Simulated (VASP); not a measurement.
# SiC (rocksalt type) (Fm-3m) in VASP: notebook, part 2 of 3

VASP 6.6.1.

## (3) Single point, PBE

This run uses another cell than the first one, of 6.57 Å³/atom, 1.007 times its volume.

The input, INCAR:

```
SYSTEM = SiC
  PREC = Accurate
  ENCUT = 520
  EDIFF = 1E-7
  ISMEAR = -1
  SIGMA = 0.1
  LREAL = .FALSE.
  LASPH = .TRUE.
  NELM = 100
  ALGO = Normal
  ISIF = 2
  LWAVE = .FALSE.
  LCHARG = .FALSE.
  GGA = PE
  NBANDS = 11
```

The input, KPOINTS:

```
regular mesh
0
G
  17 17 17
  0 0 0
```

The input, POSCAR:

```
SiC
1.0
    0.0000000000      1.8724599474      1.8724599474
    1.8724599474      0.0000000000      1.8724599474
    1.8724599474      1.8724599474      0.0000000000
Si C
1 1
Direct
    0.0000000000      0.0000000000      0.0000000000
    0.5000000000      0.5000000000      0.5000000000
```

Potentials or basis: VASP PAW PBE potentials, release 64 (Si, C).

Launch:

```sh
$ cat potpaw_PBE.64/Si/POTCAR potpaw_PBE.64/C/POTCAR > POTCAR
$ mpirun -np 1 vasp_std > vasp.out
```

OUTCAR:

```text
SYSTEM = SiC
   PREC = Accurate
   ENCUT = 520
   EDIFF = 1E-7
   ISMEAR = -1
   LREAL = .FALSE.
   LASPH = .TRUE.
   NELM = 100
   ISIF = 2
   GGA = PE

 ion  position               nearest neighbor table
   1  0.000  0.000  0.000-   2 1.87   2 1.87   2 1.87   2 1.87   2 1.87   2 1.87
   2  0.500  0.500  0.500-   1 1.87   1 1.87   1 1.87   1 1.87   1 1.87   1 1.87

  LATTYP: Found a face centered cubic cell.
 ALAT       =     3.7449198948

  Lattice vectors:

 A1 = (   0.0000000000,   1.8724599474,   1.8724599474)
 A2 = (   1.8724599474,   0.0000000000,   1.8724599474)
 A3 = (   1.8724599474,   1.8724599474,   0.0000000000)

Analysis of symmetry for initial positions (statically):
=====================================================================
 Subroutine PRICEL returns:
 Original cell was already a primitive cell.

 Routine SETGRP: Setting up the symmetry group for a
 face centered cubic supercell.

 Subroutine GETGRP returns: Found 48 space group operations
 (whereof 48 operations were pure point group operations)
 out of a pool of 48 trial point group operations.

The static configuration has the point symmetry O_h .

Analysis of symmetry for dynamics (positions and initial velocities):
=====================================================================
 Subroutine PRICEL returns:
 Original cell was already a primitive cell.

 Routine SETGRP: Setting up the symmetry group for a
 face centered cubic supercell.

 Subroutine GETGRP returns: Found 48 space group operations
 (whereof 48 operations were pure point group operations)
 out of a pool of 48 trial point group operations.

The dynamic configuration has the point symmetry O_h .

 Subroutine INISYM returns: Found 48 space group operations
 (whereof 48 operations are pure point group operations),
 and found     1 'primitive' translations

----------------------------------------------------------------------------------------
[... 113 lines left out ...]
     AMIX_MAG =   1.60;   BMIX_MAG =  1.00
  volume/ion in A,a.u.               =       6.57        44.30
  Fermi-wavevector in a.u.,A,eV,Ry     =   1.387871  2.622695 26.207333  1.926185
  Thomas-Fermi vector in A             =   2.512051
   LORBIT       =      0    0 simple, 1 ext, 2 COOP (PROOUT), +10 PAW based schemes
   GGA     = PE    functional components
   LHFCALC =     F    Hartree Fock is set to
   AEXX    =    0.0000 exact exchange contribution
   IVDW    =     0    specifies the selected vdW correction
   LEPSILON=     F    determine dielectric tensor
   LRPA    =     F    only Hartree local field effects (RPA)
 non-spin polarized calculation
  energy-cutoff  :      520.00
  volume of cell :       13.13
 maximum number of plane-waves:       365
   NGX =  9   NGY =  9   NGZ =  9

 number of electron       7.9999999 magnetization

 Free energy of the ion-electron system (eV)
  ---------------------------------------------------
  ext. energy  EPLUGINS =         0.00000000
  ---------------------------------------------------
  free energy    TOTEN  =       -12.67825854 eV

  energy without entropy =      -12.67811654  energy(sigma->0) =      -12.67818754

 E-fermi :  16.8413     XC(G=0): -13.7850

 val. band max:       16.3520978593   @ k =   0.0000   0.0000   0.0000
 cond. band min:      17.2009029583   @ k =   0.4706   0.4706   0.0000
 fundamental gap:      0.8488050991
 Fermi energy:        16.8412816657

 k-point     1 :       0.0000    0.0000    0.0000
  band No.  band energies     occupation
      1      -5.0636      2.00000
      2      16.3521      1.98510
      3      16.3521      1.98510
      4      16.3521      1.98510
      5      25.3320      0.00000
      6      25.3320      0.00000
      7      25.3320      0.00000
      8      28.4859      0.00000
      9      31.4337      0.00000
     10      31.4337      0.00000
     11      32.2036      0.00000
[... 309 lines left out ...]
 k-point    24 :      -0.1176    0.0588    0.0000
  band No.  band energies     occupation
      1      -4.4429      2.00000
      2      13.8141      2.00000
      3      15.0941      2.00000
      4      16.2376      1.99523
      5      24.7046      0.00000
      6      25.9510      0.00000
      7      26.4660      0.00000
      8      27.2263      0.00000
      9      28.7608      0.00000
     10      30.0887      0.00000
     11      32.2870      0.00000

 [... further k-points ...]
[... 5 lines left out ...]
  --------------------------------------------------------------------------------------
  -------------------------------------------------------------------------------------
  Total        8.1844394      8.1844394      8.1844394     -0.0000000     -0.0000000      0.0000000
  in kB      998.6927925    998.6927925    998.6927925     -0.0000000     -0.0000000      0.0000000
  external PRESSURE =     998.6927925 kB  Pullay stress =       0.0000000 kB

 VOLUME and BASIS-vectors are now :
 -----------------------------------------------------------------------------
  energy-cutoff  :      520.00
  volume of cell :       13.13
      direct lattice vectors                 reciprocal lattice vectors
     0.000000000  1.872459947  1.872459947    -0.267028409  0.267028409  0.267028409
     1.872459947  0.000000000  1.872459947     0.267028409 -0.267028409  0.267028409
     1.872459947  1.872459947  0.000000000     0.267028409  0.267028409 -0.267028409

 POSITION                                       TOTAL-FORCE (eV/Angst)
 -----------------------------------------------------------------------------------
      0.00000      0.00000      0.00000        -0.000000     -0.000000     -0.000000
      1.87246      1.87246      1.87246         0.000000      0.000000      0.000000
 -----------------------------------------------------------------------------------
    total drift:                                0.000000      0.000000      0.000000

  FREE ENERGIE OF THE ION-ELECTRON SYSTEM (eV)
  ---------------------------------------------------
  free  energy   TOTEN  =       -12.6782585373 eV

  energy  without entropy=      -12.6781165416  energy(sigma->0) =      -12.67818754
```

OSZICAR:

```text
N       E                     dE             d eps       ncg     rms          rms(c)
DAV:   1     0.314542561017E+01    0.31454E+01   -0.44318E+03  4047   0.645E+02
DAV:   2    -0.141342954233E+02   -0.17280E+02   -0.16461E+02  4535   0.114E+02
DAV:   3    -0.144947775228E+02   -0.36048E+00   -0.35992E+00  4315   0.122E+01
DAV:   4    -0.144953206697E+02   -0.54315E-03   -0.54313E-03  4064   0.593E-01
DAV:   5    -0.144953215358E+02   -0.86615E-06   -0.86802E-06  4269   0.212E-02    0.113E+01
DAV:   6    -0.127855584125E+02    0.17098E+01   -0.43475E+00  3870   0.108E+01    0.550E+00
DAV:   7    -0.126804220684E+02    0.10514E+00   -0.61489E-01  4206   0.455E+00    0.182E+00
DAV:   8    -0.126783122049E+02    0.21099E-02   -0.72937E-03  3844   0.620E-01    0.505E-01
DAV:   9    -0.126782502251E+02    0.61980E-04   -0.54993E-04  4313   0.206E-01    0.164E-01
DAV:  10    -0.126782577969E+02   -0.75719E-05   -0.91554E-06  4144   0.247E-02    0.162E-02
DAV:  11    -0.126782587331E+02   -0.93611E-06   -0.38379E-06  4128   0.127E-02    0.553E-03
DAV:  12    -0.126782585823E+02    0.15080E-06   -0.77899E-08  2349   0.242E-03    0.962E-04
DAV:  13    -0.126782585373E+02    0.44967E-07   -0.11586E-08  2028   0.674E-04
   1 F= -.12678259E+02 E0= -.12678188E+02  d E =-.141996E-03
```

stdout:

```text
POSCAR found type information on POSCAR SiC
 POSCAR found :  2 types and       2 ions
 scaLAPACK will be used
 LDA part: xc-table for (Slater+PW92), standard interpolation
 POSCAR, INCAR and KPOINTS ok, starting setup
 FFT: planning ... GRIDC
 FFT: planning ... GRID_SOFT
 FFT: planning ... GRID
 WAVECAR not read
 entering main loop
```

It took 47 s on 1 thread of AMD EPYC 7R13, shared host; peak memory 0.1 GiB.

Results:

| Item | Value |
| --- | --- |
| Free energy | -12.6783 eV |
| Pressure | 99.9 GPa |
| Band gap on the k mesh | 0.85 eV, indirect (least direct gap 6.13 eV) |

## (4) Single point, PBE

This run uses another cell than the first one, of 6.57 Å³/atom, 1.007 times its volume.

The input, INCAR:

```
SYSTEM = SiC
PREC = Accurate
ENCUT = 520
EDIFF = 1E-6
ISMEAR = -1
SIGMA = 0.1
LREAL = .FALSE.
LASPH = .TRUE.
NELM = 100
ALGO = Normal
ISIF = 2
LWAVE = .FALSE.
LCHARG = .TRUE.
GGA = PE
LELF = .TRUE.
LVHAR = .TRUE.
NBANDS = 11
```

The input, KPOINTS:

```
Automatic mesh
0
G
  17 17 17
  0 0 0
```

The input, POSCAR:

```
SiC
1.0
    0.0000000000      1.8725122213      1.8725122213
    1.8725122213      0.0000000000      1.8725122213
    1.8725122213      1.8725122213      0.0000000000
Si C
1 1
Direct
    0.0000000000      0.0000000000      0.0000000000
    0.5000000000      0.5000000000      0.5000000000
```

Potentials or basis: VASP PAW PBE potentials, release 64 (Si, C).

Launch:

```sh
$ cat potpaw_PBE.64/Si/POTCAR potpaw_PBE.64/C/POTCAR > POTCAR
$ mpirun -np 1 vasp_std > vasp.out
```

OUTCAR:

```text
SYSTEM = SiC
   PREC = Accurate
   ENCUT = 520
   EDIFF = 1E-6
   ISMEAR = -1
   LREAL = .FALSE.
   LASPH = .TRUE.
   NELM = 100
   ISIF = 2
   GGA = PE

 ion  position               nearest neighbor table
   1  0.000  0.000  0.000-   2 1.87   2 1.87   2 1.87   2 1.87   2 1.87   2 1.87
   2  0.500  0.500  0.500-   1 1.87   1 1.87   1 1.87   1 1.87   1 1.87   1 1.87

  LATTYP: Found a face centered cubic cell.
 ALAT       =     3.7450244426

  Lattice vectors:

 A1 = (   0.0000000000,   1.8725122213,   1.8725122213)
 A2 = (   1.8725122213,   0.0000000000,   1.8725122213)
 A3 = (   1.8725122213,   1.8725122213,   0.0000000000)

Analysis of symmetry for initial positions (statically):
=====================================================================
 Subroutine PRICEL returns:
 Original cell was already a primitive cell.

 Routine SETGRP: Setting up the symmetry group for a
 face centered cubic supercell.

 Subroutine GETGRP returns: Found 48 space group operations
 (whereof 48 operations were pure point group operations)
 out of a pool of 48 trial point group operations.

The static configuration has the point symmetry O_h .
[... 163 lines left out ...]
 cond. band min:      17.1986703463   @ k =   0.4706   0.4706   0.0000
 fundamental gap:      0.8481574275
 Fermi energy:        16.8394335316

 k-point     1 :       0.0000    0.0000    0.0000
  band No.  band energies     occupation
      1      -5.0640      2.00000
      2      16.3505      1.98506
      3      16.3505      1.98506
      4      16.3505      1.98506
      5      25.3305      0.00000
      6      25.3305      0.00000
      7      25.3305      0.00000
      8      28.4824      0.00000
      9      31.4317      0.00000
     10      31.4317      0.00000
     11      32.2017      0.00000
[... 309 lines left out ...]
 k-point    24 :      -0.1176    0.0588    0.0000
  band No.  band energies     occupation
      1      -4.4434      2.00000
      2      13.8127      2.00000
      3      15.0926      2.00000
      4      16.2360      1.99522
      5      24.7030      0.00000
      6      25.9494      0.00000
      7      26.4642      0.00000
      8      27.2242      0.00000
      9      28.7581      0.00000
     10      30.0859      0.00000
     11      32.2843      0.00000

 [... further k-points ...]
[... 5 lines left out ...]
  --------------------------------------------------------------------------------------
  -------------------------------------------------------------------------------------
  Total        8.1810299      8.1810299      8.1810299     -0.0000000     -0.0000000      0.0000000
  in kB      998.1931510    998.1931510    998.1931510     -0.0000000     -0.0000000      0.0000000
  external PRESSURE =     998.1931510 kB  Pullay stress =       0.0000000 kB

 VOLUME and BASIS-vectors are now :
 -----------------------------------------------------------------------------
  energy-cutoff  :      520.00
  volume of cell :       13.13
      direct lattice vectors                 reciprocal lattice vectors
     0.000000000  1.872512221  1.872512221    -0.267020954  0.267020954  0.267020954
     1.872512221  0.000000000  1.872512221     0.267020954 -0.267020954  0.267020954
     1.872512221  1.872512221  0.000000000     0.267020954  0.267020954 -0.267020954

 POSITION                                       TOTAL-FORCE (eV/Angst)
 -----------------------------------------------------------------------------------
      0.00000      0.00000      0.00000         0.000000     -0.000000      0.000000
      1.87251      1.87251      1.87251        -0.000000      0.000000     -0.000000
 -----------------------------------------------------------------------------------
    total drift:                                0.000000      0.000000      0.000000

  FREE ENERGIE OF THE ION-ELECTRON SYSTEM (eV)
  ---------------------------------------------------
  free  energy   TOTEN  =       -12.6789439274 eV

  energy  without entropy=      -12.6788015820  energy(sigma->0) =      -12.67887275
```

OSZICAR:

```text
N       E                     dE             d eps       ncg     rms          rms(c)
DAV:   1     0.314392079755E+01    0.31439E+01   -0.44316E+03  4047   0.645E+02
DAV:   2    -0.141348150948E+02   -0.17279E+02   -0.16460E+02  4535   0.114E+02
DAV:   3    -0.144952980153E+02   -0.36048E+00   -0.35992E+00  4315   0.122E+01
DAV:   4    -0.144958412235E+02   -0.54321E-03   -0.54319E-03  4064   0.593E-01
DAV:   5    -0.144958420899E+02   -0.86640E-06   -0.86824E-06  4269   0.212E-02    0.113E+01
DAV:   6    -0.127862061224E+02    0.17096E+01   -0.43477E+00  3870   0.108E+01    0.550E+00
DAV:   7    -0.126811059571E+02    0.10510E+00   -0.61479E-01  4206   0.455E+00    0.182E+00
DAV:   8    -0.126789972460E+02    0.21087E-02   -0.72928E-03  3844   0.619E-01    0.505E-01
DAV:   9    -0.126789354170E+02    0.61829E-04   -0.55003E-04  4313   0.206E-01    0.164E-01
DAV:  10    -0.126789429922E+02   -0.75752E-05   -0.91596E-06  4144   0.247E-02    0.162E-02
DAV:  11    -0.126789439274E+02   -0.93523E-06   -0.38389E-06  4002   0.127E-02
   1 F= -.12678944E+02 E0= -.12678873E+02  d E =-.142345E-03
```

It took 41 s on 1 thread of AMD EPYC 7R13, shared host; peak memory 0.11 GiB.

What came out:

```yaml
Free_energy: -12.6789 eV
Pressure: 99.8 GPa
Band_gap_on_the_k_mesh: 0.85 eV, indirect (least direct gap 6.13 eV)
```

(Part 2 of 3 ends here.)
